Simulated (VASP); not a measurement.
# KMgF3 (Pm-3m) in VASP: a series of runs, part 2 of 3

VASP 6.6.1. The steps go on from the part before.

## 3. Relaxation of cell and atoms, PBE+D3(BJ)

This run uses another cell than the first one, of 12.67 Å³/atom, 0.895 times its volume.

Input file INCAR:

```
SYSTEM = KMgF3
ALGO = Normal ; EDIFF = 1E-6
EDIFFG = -0.02 ; ENCUT = 600
GGA = PE ; IBRION = 2
ISIF = 3 ; ISMEAR = 0
IVDW = 12 ; LASPH = .True.
LCHARG = .False. ; LREAL = .False.
LWAVE = .False. ; NELM = 100
NSW = 100 ; PREC = Accurate
SIGMA = 0.01
```

Input file KPOINTS:

```
k-points
0
Gamma
  6 6 6
  0 0 0
```

Input file POSCAR:

```
KMgF3
1.0
    3.9859000000      0.0000000000      0.0000000000
    0.0000000000      3.9859000000      0.0000000000
    0.0000000000      0.0000000000      3.9859000000
K Mg F
1 1 3
Direct
    0.5000000000      0.5000000000      0.5000000000
    0.0000000000      0.0000000000      0.0000000000
    0.5000000000      0.0000000000      0.0000000000
    0.0000000000      0.5000000000      0.0000000000
    0.0000000000      0.0000000000      0.5000000000
```

Potentials or basis: VASP PAW PBE potentials, release 64 (K_sv, Mg, F).

On the command line:

```sh
$ cat potpaw_PBE.64/K_sv/POTCAR potpaw_PBE.64/Mg/POTCAR potpaw_PBE.64/F/POTCAR > POTCAR
$ mpirun -np 1 vasp_std > vasp.out
```

OUTCAR:

```text
SYSTEM = KMgF3
   EDIFF = 1E-6
   EDIFFG = -0.02
   ENCUT = 600
   GGA = PE
   IBRION = 2
   ISIF = 3
   ISMEAR = 0
   IVDW = 12
   LASPH = .True.
   LREAL = .False.
   NELM = 100
   NSW = 100
   PREC = Accurate
 IVDW          = 12

 ion  position               nearest neighbor table
   1  0.500  0.500  0.500-   3 2.82   4 2.82   5 2.82   3 2.82   4 2.82   3 2.82   5 2.82   3 2.82
                             4 2.82   5 2.82   4 2.82   5 2.82   2 3.45   2 3.45   2 3.45   2 3.45
   2  0.000  0.000  0.000-   3 1.99   4 1.99   5 1.99   5 1.99   4 1.99   3 1.99   1 3.45   1 3.45
                             1 3.45   1 3.45   1 3.45   1 3.45   1 3.45   1 3.45
   3  0.500  0.000  0.000-   2 1.99   2 1.99   1 2.82   1 2.82   1 2.82   1 2.82
   4  0.000  0.500  0.000-   2 1.99   2 1.99   1 2.82   1 2.82   1 2.82   1 2.82
   5  0.000  0.000  0.500-   2 1.99   2 1.99   1 2.82   1 2.82   1 2.82   1 2.82

  LATTYP: Found a simple cubic cell.
 ALAT       =     3.9859000000

  Lattice vectors:

 A1 = (   3.9859000000,   0.0000000000,   0.0000000000)
 A2 = (   0.0000000000,   3.9859000000,   0.0000000000)
 A3 = (   0.0000000000,   0.0000000000,   3.9859000000)

Analysis of symmetry for initial positions (statically):
=====================================================================
 Subroutine PRICEL returns:
 Original cell was already a primitive cell.

 Routine SETGRP: Setting up the symmetry group for a
 simple cubic supercell.

 Subroutine GETGRP returns: Found 48 space group operations
 (whereof 48 operations were pure point group operations)
 out of a pool of 48 trial point group operations.

The static configuration has the point symmetry O_h .

Analysis of symmetry for dynamics (positions and initial velocities):
=====================================================================
 Subroutine PRICEL returns:
[... 190 lines left out ...]
      0.00000      1.99295      0.00000         0.000000      0.000000      0.000000
      0.00000      0.00000      1.99295         0.000000      0.000000      0.000000
 -----------------------------------------------------------------------------------
    total drift:                                0.000000      0.000000     -0.000000

  FREE ENERGIE OF THE ION-ELECTRON SYSTEM (eV)
  ---------------------------------------------------
  free  energy   TOTEN  =       -25.2533069990 eV

  energy  without entropy=      -25.2533069990  energy(sigma->0) =      -25.25330700

--------------------------------------- Ionic step        2  -------------------------------------------

 number of electron      32.0000023 magnetization

 Free energy of the ion-electron system (eV)
  ---------------------------------------------------
  ext. energy  EPLUGINS =         0.00000000
  ---------------------------------------------------
  free energy    TOTEN  =       -24.43663374 eV

  energy without entropy =      -24.43663374  energy(sigma->0) =      -24.43663374

 E-fermi :  -1.5836     XC(G=0):  -9.6173

 val. band max:       -1.6716523901   @ k =   0.5000   0.5000   0.5000
 cond. band min:       5.5338128139   @ k =   0.0000   0.0000   0.0000
 fundamental gap:      7.2054652040
 Fermi energy:        -1.5835716439

 k-point     1 :       0.0000    0.0000    0.0000
  band No.  band energies     occupation
      1     -27.3496      2.00000
      2     -21.7556      2.00000
      3     -21.1186      2.00000
      4     -21.1186      2.00000
      5     -10.8404      2.00000
      6     -10.8404      2.00000
[... 449 lines left out ...]
     19       8.7217      0.00000
     20      12.2143      0.00000

------------------------ aborting loop because EDIFF is reached ----------------------------------------

 Edisp (eV)   -0.82022

 E8    (eV) :    -0.3431

  FORCE on cell =-STRESS in cart. coord.  units (eV):
  Direction    XX          YY          ZZ          XY          YZ          ZX
  --------------------------------------------------------------------------------------
  -------------------------------------------------------------------------------------
  Total       0.06563     0.06563     0.06563    -0.00000    -0.00000     0.00000
  in kB       1.63832     1.63832     1.63832    -0.00000    -0.00000     0.00000
  external pressure =        1.64 kB  Pullay stress =        0.00 kB

 VOLUME and BASIS-vectors are now :
 -----------------------------------------------------------------------------
  energy-cutoff  :      600.00
  volume of cell :       64.18
      direct lattice vectors                 reciprocal lattice vectors
     4.003810880 -0.000000000  0.000000000     0.249762047  0.000000000  0.000000000
    -0.000000000  4.003810880  0.000000000     0.000000000  0.249762047  0.000000000
    -0.000000000 -0.000000000  4.003810880    -0.000000000 -0.000000000  0.249762047

 POSITION                                       TOTAL-FORCE (eV/Angst)
 -----------------------------------------------------------------------------------
      2.00191      2.00191      2.00191        -0.000000     -0.000000      0.000000
      0.00000      0.00000      0.00000         0.000000      0.000000      0.000000
      2.00191     -0.00000      0.00000         0.000000      0.000000      0.000000
     -0.00000      2.00191      0.00000         0.000000      0.000000      0.000000
     -0.00000     -0.00000      2.00191         0.000000     -0.000000      0.000000
 -----------------------------------------------------------------------------------
    total drift:                                0.000000      0.000000     -0.000000

  FREE ENERGIE OF THE ION-ELECTRON SYSTEM (eV)
  ---------------------------------------------------
  free  energy   TOTEN  =       -25.2568518464 eV

  energy  without entropy=      -25.2568518464  energy(sigma->0) =      -25.25685185

 reached required accuracy - stopping structural energy minimisation
```

OSZICAR:

```text
N       E                     dE             d eps       ncg     rms          rms(c)
DAV:   1     0.265493578486E+03    0.26549E+03   -0.19288E+04   816   0.172E+03
[... 14 lines left out ...]
DAV:   1    -0.244932197357E+02   -0.71058E-01   -0.11363E+00   848   0.101E+01    0.187E+00
DAV:   2    -0.244399507717E+02    0.53269E-01   -0.24782E-01   852   0.396E+00    0.352E-01
DAV:   3    -0.244371658660E+02    0.27849E-02   -0.49294E-03  1092   0.607E-01    0.208E-01
DAV:   4    -0.244365962665E+02    0.56960E-03   -0.23723E-03  1400   0.290E-01    0.160E-01
DAV:   5    -0.244366555382E+02   -0.59272E-04   -0.19184E-04  1048   0.117E-01    0.305E-02
DAV:   6    -0.244366345572E+02    0.20981E-04   -0.12531E-04  1308   0.844E-02    0.116E-02
DAV:   7    -0.244366337355E+02    0.82167E-06   -0.77931E-06  1036   0.148E-02
   2 F= -.25256852E+02 E0= -.25256852E+02  d E =-.354485E-02
```

CONTCAR:

```text
KMgF3
   1.00000000000000
     4.0038108801873555   -0.0000000000000000    0.0000000000000000
    -0.0000000000000000    4.0038108801873555    0.0000000000000000
    -0.0000000000000000   -0.0000000000000000    4.0038108801873555
  K               Mg              F
     1     1     3
Direct
     0.5000000000000000    0.5000000000000000    0.5000000000000000
     0.0000000000000000    0.0000000000000000    0.0000000000000000
     0.5000000000000000    0.0000000000000000    0.0000000000000000
     0.0000000000000000    0.5000000000000000    0.0000000000000000
     0.0000000000000000    0.0000000000000000    0.5000000000000000

  0.00000000E+00  0.00000000E+00  0.00000000E+00
  0.00000000E+00  0.00000000E+00  0.00000000E+00
  0.00000000E+00  0.00000000E+00  0.00000000E+00
  0.00000000E+00  0.00000000E+00  0.00000000E+00
  0.00000000E+00  0.00000000E+00  0.00000000E+00
```

It took 28 s on 1 thread of Intel Xeon Platinum 8488C (Sapphire Rapids), shared host; peak memory 0.21 GiB.

What came out:

| Property | Result |
| --- | --- |
| Free energy | -25.2569 eV |
| Relaxed volume | 12.84 Å³/atom |
| Relaxed cell | a = 4.004 Å, b = 4.004 Å, c = 4.004 Å, α = 90.00°, β = 90.00°, γ = 90.00° |
| Space group after relaxing (to 0.05 Å) | Pm-3m (No. 221) |
| Energy gained by relaxing | 0.7 meV/atom |
| Ionic steps | 2 |
| Pressure after relaxing | 0.2 GPa |
| Band gap on the k mesh | 7.21 eV, indirect (least direct gap 7.53 eV) |
| Dispersion energy per atom | -0.164 eV |

Step by step:
```
step  energy change (eV)  largest force (eV/Å)  pressure (GPa)  volume (Å³)
   1              0.0000                0.0000            1.18        63.33
   2             -0.0035                0.0000            0.16        64.18
```

Final structure:
```
CELL_PARAMETERS angstrom
4.00381 0.00000 0.00000
0.00000 4.00381 0.00000
0.00000 0.00000 4.00381
ATOMIC_POSITIONS crystal
K 0.50000 0.50000 0.50000
Mg 0.00000 0.00000 0.00000
F 0.50000 0.00000 0.00000
F 0.00000 0.50000 0.00000
F 0.00000 0.00000 0.50000
```

Levels at points of the mesh, in eV from the valence-band top:
```tsv
k point	band 14	band 15	band 16	band 17	band 18	band 19
(0.00, 0.00, 0.00)	-0.32	-0.32	-0.32	7.21	10.06	10.06
(0.50, 0.00, 0.00)	-0.85	-0.52	-0.52	10.03	10.31	11.09
(0.50, 0.50, 0.00)	-0.88	-0.88	-0.02	10.84	11.63	12.51
(0.50, 0.50, 0.50)	0.00	0.00	0.00	10.39	10.39	10.39
```

A k mesh can miss the band edges. Zero-point motion and thermal expansion aren't in these numbers.

## 4. Relaxation of cell and atoms, RPBE

This run uses another cell than the first one, of 12.67 Å³/atom, 0.895 times its volume.

Input file INCAR:

```
PREC     = Accurate       # precision mode
ENCUT    = 600            # plane-wave cutoff, eV
EDIFF    = 1E-7           # SCF threshold, eV
ISMEAR   = 0              # smearing method
SIGMA    = 0.01           # smearing width, eV
LREAL    = False          # projectors in reciprocal space
LASPH    = True           # aspherical terms in the spheres
NELM     = 80             # most SCF steps
ALGO     = Normal         # electronic algorithm
ISIF     = 3              # what is computed and relaxed
LWAVE    = False          # write WAVECAR
LCHARG   = False          # write CHGCAR
GGA      = RP             # functional
IBRION   = 2              # ionic algorithm
NSW      = 100            # ionic steps
EDIFFG   = -0.02          # ionic threshold
```

Input file KPOINTS:

```
Automatic mesh
0
Gamma
  6 6 6
```

POSCAR is that of step 3.

Potentials or basis: VASP PAW PBE potentials, release 64 (K_sv, Mg, F).

On the command line:

```sh
$ cat potpaw_PBE.64/K_sv/POTCAR potpaw_PBE.64/Mg/POTCAR potpaw_PBE.64/F/POTCAR > POTCAR
$ mpirun -np 1 vasp_std > vasp.out
```

OUTCAR:

```text
PREC = Accurate
   ENCUT = 600
   EDIFF = 1E-7
   ISMEAR = 0
   LREAL = False
   LASPH = True
   NELM = 80
   ISIF = 3
   GGA = RP
   IBRION = 2
   NSW = 100
   EDIFFG = -0.02

 ion  position               nearest neighbor table
   1  0.500  0.500  0.500-   3 2.82   4 2.82   5 2.82   3 2.82   4 2.82   3 2.82   5 2.82   3 2.82
                             4 2.82   5 2.82   4 2.82   5 2.82   2 3.45   2 3.45   2 3.45   2 3.45
   2  0.000  0.000  0.000-   3 1.99   4 1.99   5 1.99   5 1.99   4 1.99   3 1.99   1 3.45   1 3.45
                             1 3.45   1 3.45   1 3.45   1 3.45   1 3.45   1 3.45
   3  0.500  0.000  0.000-   2 1.99   2 1.99   1 2.82   1 2.82   1 2.82   1 2.82
   4  0.000  0.500  0.000-   2 1.99   2 1.99   1 2.82   1 2.82   1 2.82   1 2.82
   5  0.000  0.000  0.500-   2 1.99   2 1.99   1 2.82   1 2.82   1 2.82   1 2.82

  LATTYP: Found a simple cubic cell.
 ALAT       =     3.9859000000

  Lattice vectors:

 A1 = (   3.9859000000,   0.0000000000,   0.0000000000)
 A2 = (   0.0000000000,   3.9859000000,   0.0000000000)
 A3 = (   0.0000000000,   0.0000000000,   3.9859000000)

Analysis of symmetry for initial positions (statically):
=====================================================================
 Subroutine PRICEL returns:
 Original cell was already a primitive cell.
[... 164 lines left out ...]

 number of electron      32.0000010 magnetization

 Free energy of the ion-electron system (eV)
  ---------------------------------------------------
  ext. energy  EPLUGINS =         0.00000000
  ---------------------------------------------------
  free energy    TOTEN  =       -23.08477875 eV

  energy without entropy =      -23.08477875  energy(sigma->0) =      -23.08477875

------------------------ aborting loop because EDIFF is reached ----------------------------------------

  FORCE on cell =-STRESS in cart. coord.  units (eV):
  Direction    XX          YY          ZZ          XY          YZ          ZX
  --------------------------------------------------------------------------------------
  -------------------------------------------------------------------------------------
  Total        2.9437132      2.9437132      2.9437132     -0.0000000      0.0000000     -0.0000000
  in kB       74.4778067     74.4778067     74.4778067     -0.0000000      0.0000000     -0.0000000
  external PRESSURE =      74.4778067 kB  Pullay stress =       0.0000000 kB
[... 65 lines left out ...]
--------------------------------------- Ionic step        3  -------------------------------------------

 number of electron      32.0000025 magnetization

 Free energy of the ion-electron system (eV)
  ---------------------------------------------------
  ext. energy  EPLUGINS =         0.00000000
  ---------------------------------------------------
  free energy    TOTEN  =       -23.23164251 eV

  energy without entropy =      -23.23164251  energy(sigma->0) =      -23.23164251

 E-fermi :  -1.7949     XC(G=0):  -8.7511

 val. band max:       -1.8900103070   @ k =   0.5000   0.5000   0.5000
 cond. band min:       4.9602644276   @ k =   0.0000   0.0000   0.0000
 fundamental gap:      6.8502747347
 Fermi energy:        -1.7949158711

 k-point     1 :       0.0000    0.0000    0.0000
  band No.  band energies     occupation
      1     -27.9468      2.00000
      2     -21.8537      2.00000
      3     -21.3441      2.00000
      4     -21.3441      2.00000
      5     -11.3747      2.00000
      6     -11.3747      2.00000
[... 481 lines left out ...]
  FREE ENERGIE OF THE ION-ELECTRON SYSTEM (eV)
  ---------------------------------------------------
  free  energy   TOTEN  =       -23.2316425089 eV

  energy  without entropy=      -23.2316425089  energy(sigma->0) =      -23.23164251

 reached required accuracy - stopping structural energy minimisation
```

OSZICAR:

```text
N       E                     dE             d eps       ncg     rms          rms(c)
DAV:   1     0.268299260161E+03    0.26830E+03   -0.19334E+04   816   0.172E+03
DAV:   2    -0.123601843887E+02   -0.28066E+03   -0.27106E+03  1084   0.416E+02
DAV:   3    -0.245944014097E+02   -0.12234E+02   -0.12201E+02  1012   0.864E+01
DAV:   4    -0.252763007384E+02   -0.68190E+00   -0.68077E+00  1368   0.121E+01
[... 29 lines left out ...]
DAV:   5    -0.232316938337E+02   -0.18411E-03   -0.49473E-04  1056   0.182E-01    0.443E-02
DAV:   6    -0.232316441871E+02    0.49647E-04   -0.27865E-04  1304   0.125E-01    0.154E-02
DAV:   7    -0.232316440569E+02    0.13018E-06   -0.17929E-05  1320   0.214E-02    0.406E-03
DAV:   8    -0.232316425394E+02    0.15175E-05   -0.47061E-07  1080   0.450E-03    0.513E-04
DAV:   9    -0.232316425089E+02    0.30525E-07   -0.14866E-08   620   0.119E-03
   3 F= -.23231643E+02 E0= -.23231643E+02  d E =-.146864E+00
```

CONTCAR:

```text
KMgF3
   1.00000000000000
     4.1287526582613161   -0.0000000000000000   -0.0000000000000000
    -0.0000000000000000    4.1287526582613161   -0.0000000000000000
     0.0000000000000000    0.0000000000000000    4.1287526582613161
  K               Mg              F
     1     1     3
Direct
     0.5000000000000000    0.5000000000000000    0.5000000000000000
     0.0000000000000000    0.0000000000000000    0.0000000000000000
     0.5000000000000000    0.0000000000000000    0.0000000000000000
     0.0000000000000000    0.5000000000000000    0.0000000000000000
     0.0000000000000000    0.0000000000000000    0.5000000000000000

  0.00000000E+00  0.00000000E+00  0.00000000E+00
  0.00000000E+00  0.00000000E+00  0.00000000E+00
  0.00000000E+00  0.00000000E+00  0.00000000E+00
  0.00000000E+00  0.00000000E+00  0.00000000E+00
  0.00000000E+00  0.00000000E+00  0.00000000E+00
```

It took 54 s on 1 thread of Intel Xeon Platinum 8488C (Sapphire Rapids), shared host; peak memory 0.2 GiB.

Results:

```
Free energy                            : -23.2316 eV
Relaxed volume                         : 14.08 Å³/atom
Relaxed cell                           : a = 4.129 Å, b = 4.129 Å, c = 4.129 Å, α = 90.00°, β = 90.00°, γ = 90.00°
Space group after relaxing (to 0.05 Å) : Pm-3m (No. 221)
Energy gained by relaxing              : 29.4 meV/atom
Ionic steps                            : 3
Pressure after relaxing                : -0.1 GPa
Band gap on the k mesh                 : 6.85 eV, indirect (least direct gap 7.16 eV)
```

The path:
```
step  energy change (eV)  largest force (eV/Å)  pressure (GPa)  volume (Å³)
   1              0.0000                0.0000            7.45        63.33
   2             -0.1418                0.0000            1.19        68.88
   3             -0.1469                0.0000           -0.09        70.38
```

Final structure:
```cif
data_structure
_symmetry_space_group_name_H-M 'P 1'
_symmetry_Int_Tables_number 1
_cell_length_a 4.1288
_cell_length_b 4.1288
_cell_length_c 4.1288
_cell_angle_alpha 90.000
_cell_angle_beta 90.000
_cell_angle_gamma 90.000
_cell_volume 70.38
loop_
_atom_site_label
_atom_site_type_symbol
_atom_site_fract_x
_atom_site_fract_y
_atom_site_fract_z
_atom_site_occupancy
K1 K 0.50000 0.50000 0.50000 1
Mg1 Mg 0.00000 0.00000 0.00000 1
F1 F 0.50000 0.00000 0.00000 1
F2 F 0.00000 0.50000 0.00000 1
F3 F 0.00000 0.00000 0.50000 1
```

Caveat: the PAW data sets were made with another functional, which shifts forces and pressure a little; the volume moved by +11 % from the deposited cell, more than functionals usually miss.

[end of part 2 of 3]
